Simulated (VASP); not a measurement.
# CeO2 (Fm-3m) in VASP: further runs

The runs below take CeO2 through single point, with PBE.

Program: VASP 6.6.1. These are calculated values, not measurements. Logs are shortened: lines on timing, memory, paths and dates and some standing lists are left out, and cuts for length are marked.

## (1) The cell of the first run

It takes space group Fm-3m (No. 225, cubic). Conventional cell: a = 5.472 Å, b = 5.472 Å, c = 5.472 Å, α = 90.00°, β = 90.00°, γ = 90.00°. Ce (site symmetry m-3m) has 8 O at 2.37 Å within 3.1 Å. Within 3.1 Å of O (site symmetry -43m) lie 4 Ce at 2.37 Å and 6 O at 2.74 Å.

## (2) Single point, PBE (13.65 Å³/atom)

Contents of INCAR:

```
PREC = Accurate
ENCUT = 520
EDIFF = 1E-6
ISMEAR = 0
SIGMA = 0.05
LREAL = F
LASPH = T
NELM = 80
ALGO = Normal
ISIF = 2
LWAVE = F
LCHARG = F
GGA = PE
NBANDS = 19
```

Contents of KPOINTS:

```
regular mesh
0
Gamma
  12 12 12
```

Contents of POSCAR:

```
CeO2
1.0
    0.0000000000      2.7357697009      2.7357697009
    2.7357697009      0.0000000000      2.7357697009
    2.7357697009      2.7357697009      0.0000000000
Ce O
1 2
Direct
    0.0000000000      0.0000000000      0.0000000000
    0.2500000000      0.2500000000      0.2500000000
    0.7500000000      0.7500000000      0.7500000000
```

Potentials or basis: VASP PAW PBE potentials, release 64 (Ce, O).

On the command line:

```sh
> cat potpaw_PBE.64/Ce/POTCAR potpaw_PBE.64/O/POTCAR > POTCAR
> mpirun -np 1 vasp_std > vasp.out
```

OUTCAR:

```text
PREC = Accurate
   ENCUT = 520
   EDIFF = 1E-6
   ISMEAR = 0
   LREAL = F
   LASPH = T
   NELM = 80
   ISIF = 2
   GGA = PE

 ion  position               nearest neighbor table
   1  0.000  0.000  0.000-   3 2.37   3 2.37   3 2.37   2 2.37   2 2.37   2 2.37   3 2.37   2 2.37

   2  0.250  0.250  0.250-   1 2.37   1 2.37   1 2.37   1 2.37
   3  0.750  0.750  0.750-   1 2.37   1 2.37   1 2.37   1 2.37

  LATTYP: Found a face centered cubic cell.
 ALAT       =     5.4715394018

  Lattice vectors:

 A1 = (   0.0000000000,   2.7357697009,   2.7357697009)
 A2 = (   2.7357697009,   0.0000000000,   2.7357697009)
 A3 = (   2.7357697009,   2.7357697009,   0.0000000000)

Analysis of symmetry for initial positions (statically):
=====================================================================
 Subroutine PRICEL returns:
 Original cell was already a primitive cell.

 Routine SETGRP: Setting up the symmetry group for a
 face centered cubic supercell.

 Subroutine GETGRP returns: Found 48 space group operations
 (whereof 48 operations were pure point group operations)
 out of a pool of 48 trial point group operations.

The static configuration has the point symmetry O_h .

Analysis of symmetry for dynamics (positions and initial velocities):
=====================================================================
 Subroutine PRICEL returns:
 Original cell was already a primitive cell.

 Routine SETGRP: Setting up the symmetry group for a
 face centered cubic supercell.

 Subroutine GETGRP returns: Found 48 space group operations
 (whereof 48 operations were pure point group operations)
 out of a pool of 48 trial point group operations.

The dynamic configuration has the point symmetry O_h .

 Subroutine INISYM returns: Found 48 space group operations
 (whereof 48 operations are pure point group operations),
 and found     1 'primitive' translations

----------------------------------------------------------------------------------------

                                     Primitive cell

  volume of cell :      40.9514

  direct lattice vectors                    reciprocal lattice vectors
     0.000000000  2.735769701  2.735769701    -0.182763922  0.182763922  0.182763922
     2.735769701  0.000000000  2.735769701     0.182763922 -0.182763922  0.182763922
     2.735769701  2.735769701  0.000000000     0.182763922  0.182763922 -0.182763922

  length of vectors
     3.868962615  3.868962615  3.868962615     0.316556399  0.316556399  0.316556399

  position of ions in fractional coordinates (direct lattice)
     0.000000000  0.000000000  0.000000000
     0.250000000  0.250000000  0.250000000
     0.750000000  0.750000000  0.750000000

  ion indices of the primitive-cell ions
   primitive index   ion index
                 1           1
                 2           2
                 3           3

----------------------------------------------------------------------------------------

 KPOINTS: regular mesh

Automatic generation of k-mesh.
 Grid dimensions read from file:
 generate k-points for:   12   12   12

 Generating k-lattice:

  Cartesian coordinates                     Fractional coordinates (reciprocal lattice)
    -0.015230327  0.015230327  0.015230327     0.083333333  0.000000000  0.000000000
     0.015230327 -0.015230327  0.015230327     0.000000000  0.083333333  0.000000000
     0.015230327  0.015230327 -0.015230327     0.000000000  0.000000000  0.083333333

  Length of vectors
     0.026379700  0.026379700  0.026379700

  Shift w.r.t. Gamma in fractional coordinates (k-lattice)
     0.000000000  0.000000000  0.000000000

 Subroutine IBZKPT returns following result:
 ===========================================

 Found     72 irreducible k-points:

 Following reciprocal coordinates:
            Coordinates               Weight
  0.000000  0.000000  0.000000      1.000000
  0.083333  0.000000  0.000000      8.000000
  0.166667  0.000000  0.000000      8.000000
  0.250000  0.000000  0.000000      8.000000
  0.333333  0.000000  0.000000      8.000000
  0.416667  0.000000  0.000000      8.000000
[... 16 lines left out ...]
  0.500000  0.166667  0.000000     24.000000
 -0.416667  0.166667  0.000000     24.000000
 [... further k-points ...]
   k-points           NKPTS =     72   k-points in BZ     NKDIM =     72   number of bands    NBANDS=     19
   number of dos      NEDOS =    301   number of ions     NIONS =      3
   total plane-waves  NPLWV =  27000
   dimension x,y,z NGX =    30 NGY =   30 NGZ =   30
   dimension x,y,z NGXF=    60 NGYF=   60 NGZF=   60
   ions per type =               1   2
   NGX,Y,Z   is equivalent  to a cutoff of  12.89, 12.89, 12.89 a.u.
   NGXF,Y,Z  is equivalent  to a cutoff of  25.78, 25.78, 25.78 a.u.
 SYSTEM =  unknown system
   PREC   = accura    normal or accurate (medium, high low for compatibility)
   ISTART =      0    job   : 0-new  1-cont  2-samecut
   ICHARG =      2    charge: 1-file 2-atom 10-const
   ISPIN  =      1    spin polarized calculation?
   LNONCOLLINEAR =      F non collinear calculations
   LSORBIT =      F    spin-orbit coupling
   LASPH  =      T    aspherical Exc in radial PAW
   ENCUT  =  520.0 eV  38.22 Ry    6.18 a.u.   7.19  7.19  7.19*2*pi/ulx,y,z
   NELM   =     80;   NELMIN=  2; NELMDL= -5     # of ELM steps
   EDIFF  = 0.1E-05   stopping-criterion for ELM
   LREAL  =      F    real-space projection
   EDIFFG = 0.1E-04   stopping-criterion for IOM
   NSW    =      0    number of steps for IOM
   IBRION =     -1    ionic relax: 0-MD 1-quasi-New 2-CG
   NFREE  =      0    steps in history (QN), initial steepest desc. (CG)
   ISIF   =      2    stress and relaxation
   ISYM   =      2    0-nonsym 1-usesym 2-fastsym
   POTIM  = 0.5000    time-step for ionic-motion
   TEBEG  =    0.0;   TEEND  =   0.0 temperature during run
   PSTRESS=    0.0 pullay stress
   NELECT =      24.0000    total number of electrons
   NUPDOWN=      -1.0000    fix difference up-down
   EMIN   =  10.00;   EMAX   =-10.00  energy-range for DOS
   EFERMI =   0.00;   METHOD = LEGACY
   ISMEAR =     0;   SIGMA  =   0.05  broadening in eV -4-tet -1-fermi 0-gaus
   EFERMI_NEDOS =   21; number of points for ismear=-14 and -15
   IALGO  =     38    algorithm
   IMIX   =      4    mixing-type and parameters
     AMIX     =   0.40;   BMIX     =  1.00
     AMIX_MAG =   1.60;   BMIX_MAG =  1.00
  volume/ion in A,a.u.               =      13.65        92.12
  Fermi-wavevector in a.u.,A,eV,Ry     =   1.370006  2.588935 25.536988  1.876916
  Thomas-Fermi vector in A             =   2.495830
   LORBIT       =      0    0 simple, 1 ext, 2 COOP (PROOUT), +10 PAW based schemes
   GGA     = PE    functional components
   LHFCALC =     F    Hartree Fock is set to
   AEXX    =    0.0000 exact exchange contribution
   IVDW    =     0    specifies the selected vdW correction
   LEPSILON=     F    determine dielectric tensor
   LRPA    =     F    only Hartree local field effects (RPA)
 non-spin polarized calculation
 Gauss-broadening in eV      SIGMA  =   0.05
  energy-cutoff  :      520.00
  volume of cell :       40.95
 maximum number of plane-waves:      1124
 NGX is ok and might be reduce to    30
   NGX = 15   NGY = 15   NGZ = 15

 number of electron      23.9999992 magnetization

 Free energy of the ion-electron system (eV)
  ---------------------------------------------------
  ext. energy  EPLUGINS =         0.00000000
  ---------------------------------------------------
  free energy    TOTEN  =       -26.22996929 eV

  energy without entropy =      -26.22996929  energy(sigma->0) =      -26.22996929

 E-fermi :   5.2877     XC(G=0): -11.1458

 val. band max:        4.9988518813   @ k =  -0.2500   0.2500   0.0000
 cond. band min:       6.8538427109   @ k =   0.5000   0.0000   0.0000
 fundamental gap:      1.8549908297
 Fermi energy:         5.2876926866

 k-point     1 :       0.0000    0.0000    0.0000
  band No.  band energies     occupation
      1     -27.4806      2.00000
      2     -11.2556      2.00000
      3     -10.3086      2.00000
      4      -9.6628      2.00000
      5      -9.6628      2.00000
      6      -9.6628      2.00000
[... 11 lines left out ...]
     18       7.7841      0.00000
     19       7.7841      0.00000

 k-point     2 :       0.0833    0.0000    0.0000
  band No.  band energies     occupation
      1     -27.4693      2.00000
      2     -11.5186      2.00000
      3     -10.3587      2.00000
      4      -9.6779      2.00000
      5      -9.6779      2.00000
      6      -9.3907      2.00000
[... 11 lines left out ...]
     18       7.7408      0.00000
     19       7.7408      0.00000

 k-point     3 :       0.1667    0.0000    0.0000
  band No.  band energies     occupation
      1     -27.4371      2.00000
      2     -12.0187      2.00000
      3     -10.5137      2.00000
      4      -9.7187      2.00000
      5      -9.7187      2.00000
      6      -8.8369      2.00000
[... 11 lines left out ...]
     18       7.6553      0.00000
     19       7.6553      0.00000

 k-point     4 :       0.2500    0.0000    0.0000
  band No.  band energies     occupation
      1     -27.3923      2.00000
      2     -12.5127      2.00000
      3     -10.7166      2.00000
      4      -9.7732      2.00000
      5      -9.7732      2.00000
      6      -8.2567      2.00000
[... 407 lines left out ...]
     18       7.5474      0.00000
     19       7.6730      0.00000

 k-point    23 :       0.5000    0.1667    0.0000
  band No.  band energies     occupation
      1     -27.2859      2.00000
      2     -13.1306      2.00000
      3     -11.8067      2.00000
      4      -9.9620      2.00000
      5      -9.0750      2.00000
      6      -7.5338      2.00000
[... 11 lines left out ...]
     18       7.5306      0.00000
     19       7.7566      0.00000

 k-point    24 :      -0.4167    0.1667    0.0000
  band No.  band energies     occupation
      1     -27.2828      2.00000
      2     -13.1123      2.00000
      3     -11.9142      2.00000
      4      -9.9335      2.00000
      5      -8.9904      2.00000
      6      -7.5702      2.00000
[... 11 lines left out ...]
     18       7.4934      0.00000
     19       7.7689      0.00000

 [... further k-points ...]

------------------------ aborting loop because EDIFF is reached ----------------------------------------

  FORCE on cell =-STRESS in cart. coord.  units (eV):
  Direction    XX          YY          ZZ          XY          YZ          ZX
  --------------------------------------------------------------------------------------
  -------------------------------------------------------------------------------------
  Total       -0.1894734     -0.1894734     -0.1894734      0.0000000      0.0000000     -0.0000000
  in kB       -7.4129364     -7.4129364     -7.4129364      0.0000000      0.0000000     -0.0000000
  external PRESSURE =      -7.4129364 kB  Pullay stress =       0.0000000 kB

 VOLUME and BASIS-vectors are now :
 -----------------------------------------------------------------------------
  energy-cutoff  :      520.00
  volume of cell :       40.95
      direct lattice vectors                 reciprocal lattice vectors
     0.000000000  2.735769701  2.735769701    -0.182763922  0.182763922  0.182763922
     2.735769701  0.000000000  2.735769701     0.182763922 -0.182763922  0.182763922
     2.735769701  2.735769701  0.000000000     0.182763922  0.182763922 -0.182763922

 POSITION                                       TOTAL-FORCE (eV/Angst)
 -----------------------------------------------------------------------------------
      0.00000      0.00000      0.00000        -0.000000      0.000000      0.000000
      1.36788      1.36788      1.36788        -0.000000     -0.000000     -0.000000
      4.10365      4.10365      4.10365         0.000000      0.000000      0.000000
 -----------------------------------------------------------------------------------
    total drift:                                0.000000     -0.000000      0.000000

  FREE ENERGIE OF THE ION-ELECTRON SYSTEM (eV)
  ---------------------------------------------------
  free  energy   TOTEN  =       -26.2299692942 eV

  energy  without entropy=      -26.2299692942  energy(sigma->0) =      -26.22996929
```

It took 2.8 min on 1 thread of Intel Xeon 8259CL, shared host; peak memory 0.22 GiB.

Results:

```
Free energy            : -26.2300 eV
Pressure               : -0.7 GPa
Band gap on the k mesh : 1.85 eV (least direct gap 1.95 eV)
```

Levels at points of the mesh, in eV from the valence-band top:
```
           k point  band 9  band 10  band 11  band 12  band 13  band 14  band 15  band 16
(0.00, 0.00, 0.00)   -3.68    -0.57    -0.57    -0.57     2.16     2.16     2.16     2.38
(0.50, 0.00, 0.00)   -1.24    -1.17    -0.77    -0.77     1.85     2.02     2.02     2.16
(0.50, 0.50, 0.00)   -1.19    -0.73    -0.73    -0.57     1.89     1.98     1.98     2.13
```

Caveat: spin-orbit coupling is left out, which moves the levels of the heavy elements.

## (3) Single point, PBE (13.60 Å³/atom)

This run uses another cell than the first one, of 13.60 Å³/atom.

Contents of INCAR:

```
PREC = Accurate
ENCUT = 520
EDIFF = 1E-6
ISMEAR = 0
SIGMA = 0.05
LREAL = F
LASPH = T
NELM = 60
ALGO = Normal
ISIF = 2
LWAVE = F
LCHARG = T
GGA = PE
LELF = T
LVHAR = T
NBANDS = 19
```

Contents of KPOINTS:

```
Automatic mesh
0
Gamma
  12 12 12
```

Contents of POSCAR:

```
CeO2
1.0
    0.0000000000      2.7321286902      2.7321286902
    2.7321286902      0.0000000000      2.7321286902
    2.7321286902      2.7321286902      0.0000000000
Ce O
1 2
Direct
    0.0000000000      0.0000000000      0.0000000000
    0.2500000000      0.2500000000      0.2500000000
    0.7500000000      0.7500000000      0.7500000000
```

Potentials or basis: VASP PAW PBE potentials, release 64 (Ce, O).

On the command line:

```sh
> cat potpaw_PBE.64/Ce/POTCAR potpaw_PBE.64/O/POTCAR > POTCAR
> mpirun -np 1 vasp_std > vasp.out
```

OUTCAR:

```text
PREC = Accurate
   ENCUT = 520
   EDIFF = 1E-6
   ISMEAR = 0
   LREAL = F
   LASPH = T
   NELM = 60
   ISIF = 2
   GGA = PE

 ion  position               nearest neighbor table
   1  0.000  0.000  0.000-   2 2.37   3 2.37   3 2.37   3 2.37   3 2.37   2 2.37   2 2.37   2 2.37

   2  0.250  0.250  0.250-   1 2.37   1 2.37   1 2.37   1 2.37
   3  0.750  0.750  0.750-   1 2.37   1 2.37   1 2.37   1 2.37

  LATTYP: Found a face centered cubic cell.
 ALAT       =     5.4642573804
[... 722 lines left out ...]

  FORCE on cell =-STRESS in cart. coord.  units (eV):
  Direction    XX          YY          ZZ          XY          YZ          ZX
  --------------------------------------------------------------------------------------
  -------------------------------------------------------------------------------------
  Total       -0.0114955     -0.0114955     -0.0114955      0.0000000      0.0000000      0.0000000
  in kB       -0.4515482     -0.4515482     -0.4515482      0.0000000      0.0000000      0.0000000
  external PRESSURE =      -0.4515482 kB  Pullay stress =       0.0000000 kB

 VOLUME and BASIS-vectors are now :
 -----------------------------------------------------------------------------
  energy-cutoff  :      520.00
  volume of cell :       40.79
      direct lattice vectors                 reciprocal lattice vectors
     0.000000000  2.732128690  2.732128690    -0.183007485  0.183007485  0.183007485
     2.732128690  0.000000000  2.732128690     0.183007485 -0.183007485  0.183007485
     2.732128690  2.732128690  0.000000000     0.183007485  0.183007485 -0.183007485

 POSITION                                       TOTAL-FORCE (eV/Angst)
 -----------------------------------------------------------------------------------
      0.00000      0.00000      0.00000        -0.000000     -0.000000     -0.000000
      1.36606      1.36606      1.36606         0.000000      0.000000      0.000000
      4.09819      4.09819      4.09819        -0.000000     -0.000000     -0.000000
 -----------------------------------------------------------------------------------
    total drift:                                0.000000     -0.000000      0.000000

  FREE ENERGIE OF THE ION-ELECTRON SYSTEM (eV)
  ---------------------------------------------------
  free  energy   TOTEN  =       -26.2300822622 eV

  energy  without entropy=      -26.2300822622  energy(sigma->0) =      -26.23008226
```

OSZICAR:

```text
N       E                     dE             d eps       ncg     rms          rms(c)
DAV:   1     0.229684487797E+03    0.22968E+03   -0.11472E+04  2832   0.169E+03
[... 13 lines left out ...]
DAV:  15    -0.262315624677E+02    0.49796E-02   -0.44219E-03  3304   0.102E+00    0.594E-01
DAV:  16    -0.262301717074E+02    0.13908E-02   -0.20534E-03  3129   0.634E-01    0.268E-01
DAV:  17    -0.262300850383E+02    0.86669E-04   -0.50309E-04  4422   0.206E-01    0.104E-01
DAV:  18    -0.262300837095E+02    0.13288E-05   -0.28279E-05  3920   0.397E-02    0.518E-02
DAV:  19    -0.262300853473E+02   -0.16379E-05   -0.36270E-06  2796   0.250E-02    0.289E-02
DAV:  20    -0.262300830652E+02    0.22821E-05   -0.15919E-06  1891   0.204E-02    0.150E-02
DAV:  21    -0.262300822622E+02    0.80299E-06   -0.14310E-06  1734   0.151E-02
   1 F= -.26230082E+02 E0= -.26230082E+02  d E =-.952831E-20
```

Wall time 2.6 min (1 thread of Intel Xeon 8259CL, shared host); peak memory 0.22 GiB.

Results:

```yaml
Free_energy: -26.2301 eV
Pressure: 0.0 GPa
Band_gap_on_the_k_mesh: 1.87 eV (least direct gap 1.97 eV)
```

Levels at points of the mesh, in eV from the valence-band top:
```tsv
k point	band 10	band 11	band 12	band 13	band 14	band 15
(0.00, 0.00, 0.00)	-0.57	-0.57	-0.57	2.17	2.17	2.17
(0.50, 0.00, 0.00)	-1.18	-0.78	-0.78	1.87	2.04	2.04
(0.50, 0.50, 0.00)	-0.73	-0.73	-0.58	1.90	1.99	1.99
```

Caveat: spin-orbit coupling is left out, which moves the levels of the heavy elements.

## (4) Single point, PBE

This run uses another cell than the first one, of 13.60 Å³/atom.

Contents of INCAR:

```
SYSTEM = CeO2
ALGO = Normal
EDIFF = 1E-6
ENCUT = 520
GGA = PE
ISIF = 2
ISMEAR = 0
LASPH = .TRUE.
LCHARG = .FALSE.
LREAL = .FALSE.
LWAVE = .FALSE.
NBANDS = 19
NELM = 100
PREC = Accurate
SIGMA = 0.05
```

Contents of KPOINTS:

```
k-points
0
G
  12 12 12
  0 0 0
```

POSCAR is that of step 3.

On the command line:

```sh
> cat potpaw_PBE.64/Ce/POTCAR potpaw_PBE.64/O/POTCAR > POTCAR
> mpirun -np 1 vasp_std > vasp.out
```

Wall time 2.5 min (1 thread of Intel Xeon 8259CL, shared host); peak memory 0.22 GiB.

Results (log left out):

* Free energy: -26.2301 eV
* Pressure: 0.0 GPa
* Band gap on the k mesh: 1.87 eV (least direct gap 1.97 eV)

Levels at points of the mesh, in eV from the valence-band top:
```csv
k point,band 8,band 9,band 10,band 11,band 12,band 13,band 14,band 15,band 16,band 17
"(0.00, 0.00, 0.00)",-3.70,-3.70,-0.57,-0.57,-0.57,2.17,2.17,2.17,2.40,2.80
"(0.50, 0.00, 0.00)",-2.85,-1.25,-1.18,-0.78,-0.78,1.87,2.04,2.04,2.18,2.65
"(0.50, 0.50, 0.00)",-1.19,-1.19,-0.73,-0.73,-0.58,1.90,1.99,1.99,2.15,2.47
```

Caveat: spin-orbit coupling is left out, which moves the levels of the heavy elements.

(Part 1 of 2 ends here.)
